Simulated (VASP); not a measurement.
# CoO (F-43m) in VASP: a series of runs

Runs on CoO. Level: PBE+U. Tasks: single point, relaxation of cell and atoms.

All numbers are computed with VASP 6.6.1; they aren't measurements. Logs are shortened: lines on timing, memory, paths and dates and some standing lists are left out, and cuts for length are marked.

### 1 The cell of the first run

It takes space group F-43m (No. 216, cubic). The conventional cell has a = 4.421 Å, b = 4.421 Å, c = 4.421 Å, α = 90.00°, β = 90.00°, γ = 90.00°. Co (site symmetry -43m) has 4 O at 1.91 Å within 2.5 Å. O (site symmetry -43m) has 4 Co at 1.91 Å within 2.5 Å.

### 2 Single point, PBE+U, collinear spin, ferromagnetic start

File INCAR:

```
SYSTEM = CoO
PREC = Accurate ; ENCUT = 700
EDIFF = 1E-6 ; ISMEAR = 0
SIGMA = 0.1 ; LREAL = .False.
LASPH = .True. ; NELM = 200
ALGO = Normal ; ISIF = 2
LWAVE = .False. ; LCHARG = .False.
ISPIN = 2 ; MAGMOM = 3 0
LORBIT = 11 ; LMAXMIX = 4
LDAU = .True. ; LDAUTYPE = 2
LDAUL = 2 -1 ; LDAUU = 3.32 0
LDAUJ = 0 0 ; LDAUPRINT = 1
GGA = PE ; NBANDS = 22
GGA_COMPAT = .False.
```

File KPOINTS:

```
regular mesh
0
Gamma
  8 8 8
  0 0 0
```

File POSCAR:

```
CoO
1.0
    0.0000000000      2.2103298239      2.2103298239
    2.2103298239      0.0000000000      2.2103298239
    2.2103298239      2.2103298239      0.0000000000
Co O
1 1
Direct
    0.0000000000      0.0000000000      0.0000000000
    0.2500000000      0.2500000000      0.2500000000
```

Potentials or basis: VASP PAW PBE potentials, release 64 (Co_sv, O).

Run with:

```bash
$ cat potpaw_PBE.64/Co_sv/POTCAR potpaw_PBE.64/O/POTCAR > POTCAR
$ mpirun -np 1 vasp_std > vasp.out
```

OUTCAR:

```text
SYSTEM = CoO
   PREC = Accurate
   ENCUT = 700
   EDIFF = 1E-6
   ISMEAR = 0
   LREAL = .False.
   LASPH = .True.
   NELM = 200
   ISIF = 2
   ISPIN = 2
   LORBIT = 11
   GGA = PE

 ion  position               nearest neighbor table
   1  0.000  0.000  0.000-   2 1.91   2 1.91   2 1.91   2 1.91
   2  0.250  0.250  0.250-   1 1.91   1 1.91   1 1.91   1 1.91

  LATTYP: Found a face centered cubic cell.
 ALAT       =     4.4206596478

  Lattice vectors:

 A1 = (   0.0000000000,   2.2103298239,   2.2103298239)
 A2 = (   2.2103298239,   0.0000000000,   2.2103298239)
 A3 = (   2.2103298239,   2.2103298239,   0.0000000000)

Analysis of symmetry for initial positions (statically):
=====================================================================
 Subroutine PRICEL returns:
 Original cell was already a primitive cell.

 Routine SETGRP: Setting up the symmetry group for a
 face centered cubic supercell.

 Subroutine GETGRP returns: Found 24 space group operations
 (whereof 24 operations were pure point group operations)
 out of a pool of 48 trial point group operations.

The static configuration has the point symmetry T_d .

Analysis of symmetry for dynamics (positions and initial velocities):
=====================================================================
 Subroutine PRICEL returns:
 Original cell was already a primitive cell.

 Routine SETGRP: Setting up the symmetry group for a
 face centered cubic supercell.

 Subroutine GETGRP returns: Found 24 space group operations
 (whereof 24 operations were pure point group operations)
 out of a pool of 48 trial point group operations.

The dynamic configuration has the point symmetry T_d .

Analysis of structural, dynamic, and magnetic symmetry:
=====================================================================
 Subroutine PRICEL returns:
 Original cell was already a primitive cell.

 Routine SETGRP: Setting up the symmetry group for a
 face centered cubic supercell.

 Subroutine GETGRP returns: Found 24 space group operations
 (whereof 24 operations were pure point group operations)
 out of a pool of 48 trial point group operations.

The overall configuration has the point symmetry T_d .

 Subroutine INISYM returns: Found 24 space group operations
 (whereof 24 operations are pure point group operations),
 and found     1 'primitive' translations

----------------------------------------------------------------------------------------

                                     Primitive cell

  volume of cell :      21.5974

  direct lattice vectors                    reciprocal lattice vectors
     0.000000000  2.210329824  2.210329824    -0.226210584  0.226210584  0.226210584
     2.210329824  0.000000000  2.210329824     0.226210584 -0.226210584  0.226210584
     2.210329824  2.210329824  0.000000000     0.226210584  0.226210584 -0.226210584

  length of vectors
     3.125878414  3.125878414  3.125878414     0.391808224  0.391808224  0.391808224

  position of ions in fractional coordinates (direct lattice)
     0.000000000  0.000000000  0.000000000
     0.250000000  0.250000000  0.250000000

  ion indices of the primitive-cell ions
   primitive index   ion index
                 1           1
                 2           2

----------------------------------------------------------------------------------------

 KPOINTS: regular mesh

Automatic generation of k-mesh.
 Grid dimensions read from file:
 generate k-points for:    8    8    8

 Generating k-lattice:

  Cartesian coordinates                     Fractional coordinates (reciprocal lattice)
    -0.028276323  0.028276323  0.028276323     0.125000000  0.000000000  0.000000000
     0.028276323 -0.028276323  0.028276323     0.000000000  0.125000000  0.000000000
     0.028276323  0.028276323 -0.028276323     0.000000000  0.000000000  0.125000000

  Length of vectors
     0.048976028  0.048976028  0.048976028

  Shift w.r.t. Gamma in fractional coordinates (k-lattice)
     0.000000000  0.000000000  0.000000000

 Subroutine IBZKPT returns following result:
[... 28 lines left out ...]
  o =  0.9321  v =  0.0000 -0.0136 -0.0000  0.9999  0.0000  0.0000  0.0000  0.0000  0.0000  0.0000      0.0000  0.0000  0.0000  0.0000  0.0000  0.0000  0.0000  0.0000  0.0000  0.0000
  o =  0.9321  v =  1.0000  0.0000  0.0000  0.0000  0.0000  0.0000  0.0000  0.0000  0.0000  0.0000      0.0000  0.0000  0.0000  0.0000  0.0000  0.0000  0.0000  0.0000  0.0000  0.0000

 number of electron      22.9999986 magnetization       2.9997505

 Free energy of the ion-electron system (eV)
  ---------------------------------------------------
  ext. energy  EPLUGINS =         0.00000000
  ---------------------------------------------------
  free energy    TOTEN  =       -11.62947828 eV

  energy without entropy =      -11.62942322  energy(sigma->0) =      -11.62945075

 E-fermi :   7.6816     XC(G=0): -11.6668

 val. band max:        7.5407330919   @ k =   0.0000   0.0000   0.0000
 cond. band min:       7.8409062400   @ k =   0.0000   0.0000   0.0000
 fundamental gap:      0.3001731481
 Fermi energy:         7.6816015254

 spin component 1

 k-point     1 :       0.0000    0.0000    0.0000
  band No.  band energies     occupation
      1     -88.9487      1.00000
      2     -52.2224      1.00000
      3     -52.2224      1.00000
      4     -52.2224      1.00000
      5     -12.4128      1.00000
      6       0.5849      1.00000
[... 14 lines left out ...]
     21      28.2975      0.00000
     22      30.5467      0.00000
[... 552 lines left out ...]
  band No.  band energies     occupation
      1     -88.9461      1.00000
      2     -52.2469      1.00000
      3     -52.2340      1.00000
      4     -52.2292      1.00000
      5     -11.5943      1.00000
      6       0.7212      1.00000
[... 14 lines left out ...]
     21      33.9414      0.00000
     22      34.1159      0.00000

 [... further k-points ...]

 spin component 2

 k-point     1 :       0.0000    0.0000    0.0000
  band No.  band energies     occupation
      1     -85.7849      1.00000
      2     -49.1293      1.00000
      3     -49.1289      1.00000
      4     -49.1286      1.00000
      5     -11.9910      1.00000
      6       2.9760      1.00000
[... 14 lines left out ...]
     21      29.3659      0.00000
     22      31.0243      0.00000
[... 552 lines left out ...]
  band No.  band energies     occupation
      1     -85.7820      1.00000
      2     -49.1580      1.00000
      3     -49.1425      1.00000
      4     -49.1367      1.00000
      5     -11.0858      1.00000
      6       1.3517      1.00000
[... 14 lines left out ...]
     21      34.5903      0.00000
     22      34.7954      0.00000

 [... further k-points ...]
[... 5 lines left out ...]
  --------------------------------------------------------------------------------------
  -------------------------------------------------------------------------------------
  Total        3.1771113      3.1771113      3.1771113      0.0000000     -0.0000000     -0.0000000
  in kB      235.6903334    235.6903334    235.6903334      0.0000000     -0.0000000     -0.0000000
  external PRESSURE =     235.6903334 kB  Pullay stress =       0.0000000 kB

 VOLUME and BASIS-vectors are now :
 -----------------------------------------------------------------------------
  energy-cutoff  :      700.00
  volume of cell :       21.60
      direct lattice vectors                 reciprocal lattice vectors
     0.000000000  2.210329824  2.210329824    -0.226210584  0.226210584  0.226210584
     2.210329824  0.000000000  2.210329824     0.226210584 -0.226210584  0.226210584
     2.210329824  2.210329824  0.000000000     0.226210584  0.226210584 -0.226210584

 POSITION                                       TOTAL-FORCE (eV/Angst)
 -----------------------------------------------------------------------------------
      0.00000      0.00000      0.00000         0.000000      0.000000     -0.000000
      1.10516      1.10516      1.10516        -0.000000     -0.000000      0.000000
 -----------------------------------------------------------------------------------
    total drift:                               -0.000000     -0.000000      0.000000

  FREE ENERGIE OF THE ION-ELECTRON SYSTEM (eV)
  ---------------------------------------------------
  free  energy   TOTEN  =       -11.6294782757 eV

  energy  without entropy=      -11.6294232182  energy(sigma->0) =      -11.62945075

 total charge

# of ion       s       p       d       tot
------------------------------------------
    1        2.185   6.109   6.717  15.011
    2        1.544   3.535   0.000   5.079
--------------------------------------------------
tot          3.729   9.644   6.717  20.090

 magnetization (x)

# of ion       s       p       d       tot
------------------------------------------
    1        0.013   0.028   2.543   2.584
    2        0.018   0.198   0.000   0.216
--------------------------------------------------
tot          0.031   0.225   2.543   2.800
```

Wall time 61 s (1 thread of AMD EPYC 7R13 (Zen 3), shared host); peak memory 0.16 GiB.

Results:

* Free energy: -11.6295 eV
* Pressure: 23.6 GPa
* Band gap on the k mesh: 0.30 eV
* Net moment: 3.00 μB per cell
* Site moments: Co +2.58; O +0.22 μB
* Valence electrons inside the program's atomic spheres: Co 15.01; O 5.08

Eigenvalues of the final occupation matrices:
| site | spin | trace | eigenvalues |
| --- | --- | --- | --- |
| site 1 d | 1 | 4.65 | 0.92 0.92 0.93 0.93 0.93 |
| site 1 d | 2 | 2.10 | 0.11 0.11 0.11 0.89 0.89 |

Caveat: the cell stands under pressure; a cell with one magnetic atom can't hold antiferromagnetic order, which such compounds often take.

### 3 Single point, PBE+U, collinear spin, ferromagnetic start

This run uses another cell than the first one, of 12.45 Å³/atom.

File INCAR:

```
SYSTEM = CoO
PREC = Accurate
ENCUT = 700
EDIFF = 1E-6
ISMEAR = 0
SIGMA = 0.1
LREAL = .False.
LASPH = .True.
NELM = 200
ALGO = Normal
ISIF = 2
LWAVE = .False.
LCHARG = .False.
ISPIN = 2
MAGMOM = 2.64 0.26
LORBIT = 11
LMAXMIX = 4
LDAU = .True.
LDAUTYPE = 2
LDAUL = 2 -1
LDAUU = 3.32 0
LDAUJ = 0 0
LDAUPRINT = 1
GGA = PE
NBANDS = 22
GGA_COMPAT = .False.
```

KPOINTS is that of step 2.

File POSCAR:

```
CoO
1.0
    0.0000000000      2.3176680284      2.3176680284
    2.3176680284      0.0000000000      2.3176680284
    2.3176680284      2.3176680284      0.0000000000
Co O
1 1
Direct
    0.0000000000      0.0000000000      0.0000000000
    0.2500000000      0.2500000000      0.2500000000
```

Potentials or basis: VASP PAW PBE potentials, release 64 (Co_sv, O).

Run with:

```bash
$ cat potpaw_PBE.64/Co_sv/POTCAR potpaw_PBE.64/O/POTCAR > POTCAR
$ mpirun -np 1 vasp_std > vasp.out
```

It took 42 s on 1 thread of Intel Xeon Platinum 8488C (Sapphire Rapids), shared host; peak memory 0.19 GiB.

It converged, with:

```
Free energy                                           : -11.8477 eV
Pressure                                              : -1.0 GPa
Band gap on the k mesh                                : 0.41 eV
Net moment                                            : 3.00 μB per cell
Site moments                                          : Co +2.62; O +0.18 μB
Valence electrons inside the program's atomic spheres : Co 14.92; O 5.00
```

Levels at points of the mesh, in eV from the valence-band top:
Spin up:
| k point | band 9 | band 10 | band 11 | band 12 | band 13 | band 14 | band 15 | band 16 | band 17 | band 18 |
| --- | --- | --- | --- | --- | --- | --- | --- | --- | --- | --- |
| (0.00, 0.00, 0.00) | -2.89 | -2.89 | 0.00 | 0.00 | 0.00 | 0.41 | 13.91 | 13.91 | 13.91 | 19.43 |
| (0.50, 0.00, 0.00) | -3.57 | -2.95 | -2.95 | -0.74 | -0.74 | 5.72 | 7.10 | 13.26 | 13.26 | 16.89 |
| (0.50, 0.50, 0.00) | -4.05 | -2.64 | -2.25 | -2.25 | -1.93 | 5.03 | 9.69 | 10.97 | 13.93 | 13.93 |
Spin down:
| k point | band 8 | band 9 | band 10 | band 11 | band 12 | band 13 |
| --- | --- | --- | --- | --- | --- | --- |
| (0.00, 0.00, 0.00) | -3.42 | -1.31 | -1.30 | 1.12 | 4.26 | 4.26 |
| (0.50, 0.00, 0.00) | -3.54 | -0.84 | -0.84 | 2.27 | 3.49 | 3.49 |
| (0.50, 0.50, 0.00) | -3.28 | -1.02 | -0.57 | 1.12 | 3.00 | 3.00 |

Eigenvalues of the final occupation matrices:
| site | spin | trace | eigenvalues |
| --- | --- | --- | --- |
| site 1 d | 1 | 4.65 | 0.92 0.92 0.93 0.93 0.93 |
| site 1 d | 2 | 2.06 | 0.08 0.08 0.08 0.90 0.90 |

Caveat: a cell with one magnetic atom can't hold antiferromagnetic order, which such compounds often take. The state reached can hang on the start; a lower one may exist.

### 4 Single point, PBE+U, collinear spin, ferromagnetic start

This run uses another cell than the first one, of 13.72 Å³/atom.

INCAR: that of step 3 with these lines changed.

```diff
@@ -5,3 +5,3 @@
 ISMEAR = 0
-SIGMA = 0.1
+SIGMA = 0.02
 LREAL = .False.
@@ -14,3 +14,3 @@
 ISPIN = 2
-MAGMOM = 2.64 0.26
+MAGMOM = 3 0
 LORBIT = 11
```

File KPOINTS:

```
Automatic mesh
0
Gamma
  14 14 14
  0 0 0
```

File POSCAR:

```
CoO
1.0
    0.0000000000      2.3941207752      2.3941207752
    2.3941207752      0.0000000000      2.3941207752
    2.3941207752      2.3941207752      0.0000000000
Co O
1 1
Direct
    0.0000000000      0.0000000000      0.0000000000
    0.2500000000      0.2500000000      0.2500000000
```

Run with:

```bash
$ cat potpaw_PBE.64/Co_sv/POTCAR potpaw_PBE.64/O/POTCAR > POTCAR
$ mpirun -np 1 vasp_std > vasp.out
```

Wall time 3.7 min (1 thread of Intel Xeon Platinum 8259CL at 2.50GHz (Skylake/Cascade Lake), shared host); peak memory 0.29 GiB.

The run converged. Its results:

```yaml
Free_energy: -11.7555 eV
Pressure: -11.3 GPa
Band_gap_on_the_k_mesh: 0.46 eV
Net_moment: 3.00 μB per cell
Site_moments: Co +2.64; O +0.17 μB
Valence_electrons_inside_the_program's_atomic_spheres: Co 14.87; O 4.96
```

Levels at points of the mesh, in eV from the valence-band top:
Spin up:
| k point | band 10 | band 11 | band 12 | band 13 | band 14 | band 15 | band 16 | band 17 |
| --- | --- | --- | --- | --- | --- | --- | --- | --- |
| (0.00, 0.00, 0.00) | -2.73 | 0.00 | 0.00 | 0.00 | 0.46 | 13.35 | 13.35 | 13.35 |
| (0.50, 0.00, 0.00) | -2.81 | -2.81 | -0.64 | -0.64 | 5.45 | 6.93 | 12.80 | 12.80 |
| (0.50, 0.50, 0.00) | -2.54 | -1.98 | -1.98 | -1.83 | 5.04 | 8.95 | 10.79 | 13.27 |
Spin down:
| k point | band 7 | band 8 | band 9 | band 10 | band 11 | band 12 | band 13 | band 14 |
| --- | --- | --- | --- | --- | --- | --- | --- | --- |
| (0.00, 0.00, 0.00) | -2.76 | -2.76 | -1.17 | -1.16 | 1.13 | 4.17 | 4.17 | 4.17 |
| (0.50, 0.00, 0.00) | -2.93 | -2.93 | -0.71 | -0.71 | 2.46 | 3.51 | 3.52 | 6.06 |
| (0.50, 0.50, 0.00) | -2.69 | -2.69 | -0.93 | -0.50 | 1.51 | 3.10 | 3.10 | 6.77 |

Eigenvalues of the final occupation matrices:
```csv
site,spin,trace,eigenvalues
site 1 d,1,4.65,0.92 0.92 0.93 0.93 0.93
site 1 d,2,2.04,0.07 0.07 0.07 0.91 0.91
```

Caveat: the cell stands under tension; a cell with one magnetic atom can't hold antiferromagnetic order, which such compounds often take. A k mesh can miss the band edges.

### 5 Relaxation of cell and atoms, PBE+U, collinear spin, ferromagnetic start

File INCAR:

```
ALGO = Normal
EDIFF = 1E-7
EDIFFG = -0.05
ENCUT = 700
GGA = PE
GGA_COMPAT = F
IBRION = 2
ISIF = 3
ISMEAR = 0
ISPIN = 2
LASPH = T
LCHARG = F
LDAU = T
LDAUJ = 0 0
LDAUL = 2 -1
LDAUPRINT = 1
LDAUTYPE = 2
LDAUU = 3.32 0
LMAXMIX = 4
LORBIT = 11
LREAL = F
LWAVE = F
MAGMOM = 2.64 0.26
NELM = 200
NELMIN = 4
NSW = 100
PREC = Accurate
SIGMA = 0.1
```

File KPOINTS:

```
k-points
0
Gamma
  8 8 8
```

File POSCAR:

```
CoO
1.0
    0.0000000000      2.2103298239      2.2103298239
    2.2103298239      0.0000000000      2.2103298239
    2.2103298239      2.2103298239      0.0000000000
Co O
1 1
Direct
    0.0000000000      0.0000000000      0.0000000000
    0.2500000000      0.2500000000      0.2500000000
```

Run with:

```bash
$ cat potpaw_PBE.64/Co_sv/POTCAR potpaw_PBE.64/O/POTCAR > POTCAR
$ mpirun -np 1 vasp_std > vasp.out
```

Wall time 78 s (1 thread of Intel Xeon Platinum 8559C (Emerald Rapids), shared host); peak memory 0.19 GiB.

Results (log left out):

- Free energy: -11.8255 eV
- Relaxed volume: 12.29 Å³/atom
- Relaxed cell: a = 3.264 Å, b = 3.264 Å, c = 3.264 Å, α = 60.00°, β = 60.00°, γ = 60.00°
- Space group after relaxing (to 0.1 Å): F-43m (No. 216)
- Energy gained by relaxing: 98.0 meV/atom
- Ionic steps: 3
- Pressure after relaxing: 0.0 GPa
- Band gap on the k mesh: 0.40 eV
- Net moment: -3.00 μB per cell
- Site moments: Co -2.62; O -0.19 μB
- Valence electrons inside the program's atomic spheres: Co 14.93; O 5.01

The path:
```csv
step,energy change (eV),largest force (eV/Å),pressure (GPa),volume (Å³)
1,0.0000,0.0000,23.57,21.60
2,-0.1098,0.0000,-10.68,26.95
3,-0.1960,0.0000,-0.05,24.59
```

Final structure:
```
CELL_PARAMETERS angstrom
0.00000 2.30793 2.30793
2.30793 0.00000 2.30793
2.30793 2.30793 0.00000
ATOMIC_POSITIONS crystal
Co 0.00000 0.00000 0.00000
O 0.25000 0.25000 0.25000
```

Levels at points of the mesh, in eV from the valence-band top:
Spin up:
| k point | band 6 | band 7 | band 8 | band 9 | band 10 | band 11 | band 12 | band 13 | band 14 | band 15 |
| --- | --- | --- | --- | --- | --- | --- | --- | --- | --- | --- |
| (0.00, 0.00, 0.00) | -3.51 | -3.51 | -3.51 | -1.33 | -1.33 | 1.12 | 4.27 | 4.27 | 4.27 | 14.52 |
| (0.50, 0.00, 0.00) | -5.38 | -3.63 | -3.63 | -0.86 | -0.86 | 2.24 | 3.48 | 3.48 | 6.35 | 8.31 |
| (0.50, 0.50, 0.00) | -5.63 | -3.36 | -3.36 | -1.03 | -0.58 | 1.05 | 2.97 | 2.97 | 7.03 | 10.62 |
Spin down:
| k point | band 10 | band 11 | band 12 | band 13 | band 14 | band 15 | band 16 |
| --- | --- | --- | --- | --- | --- | --- | --- |
| (0.00, 0.00, 0.00) | -2.91 | 0.00 | 0.00 | 0.00 | 0.40 | 13.97 | 13.97 |
| (0.50, 0.00, 0.00) | -2.97 | -2.97 | -0.76 | -0.76 | 5.75 | 7.11 | 13.31 |
| (0.50, 0.50, 0.00) | -2.66 | -2.28 | -2.28 | -1.95 | 5.03 | 9.79 | 10.99 |

Eigenvalues of the final occupation matrices:
```csv
site,spin,trace,eigenvalues
site 1 d,1,2.06,0.09 0.09 0.09 0.90 0.90
site 1 d,2,4.65,0.92 0.92 0.93 0.93 0.93
```

Caveat: a cell with one magnetic atom can't hold antiferromagnetic order, which such compounds often take.

### 6 Overview

```csv
task,cell,k mesh,smearing,gap on the mesh (eV),pressure (GPa),moment (μB)
single point,"a = 3.126 Å, angles 60.0°, 2 atoms",8 × 8 × 8,gaussian 0.1 eV,0.30,23.6,3.00
single point,"a = 3.278 Å, angles 60.0°, 2 atoms",8 × 8 × 8,gaussian 0.1 eV,0.41,-1.0,3.00
single point,"a = 3.386 Å, angles 60.0°, 2 atoms",14 × 14 × 14,gaussian 0.02 eV,0.46,-11.3,3.00
relaxation of cell and atoms,"relaxed from a = 3.126 Å, angles 60.0°, 2 atoms",8 × 8 × 8,gaussian 0.1 eV,0.40,0.0,3.00
```

Alike in all rows: level PBE+U; potentials or basis VASP PAW PBE potentials, release 64 (Co_sv, O); spin collinear, ferromagnetic start; Co d U = 3.32 eV; cutoff (eV) 700.

Caveats: a cell with one magnetic atom can't hold antiferromagnetic order, which such compounds often take; the cell stands under pressure (at least some runs); the cell stands under tension (at least some runs).

Total energies depend on the potentials used, so only differences within one code and one set of settings carry meaning.
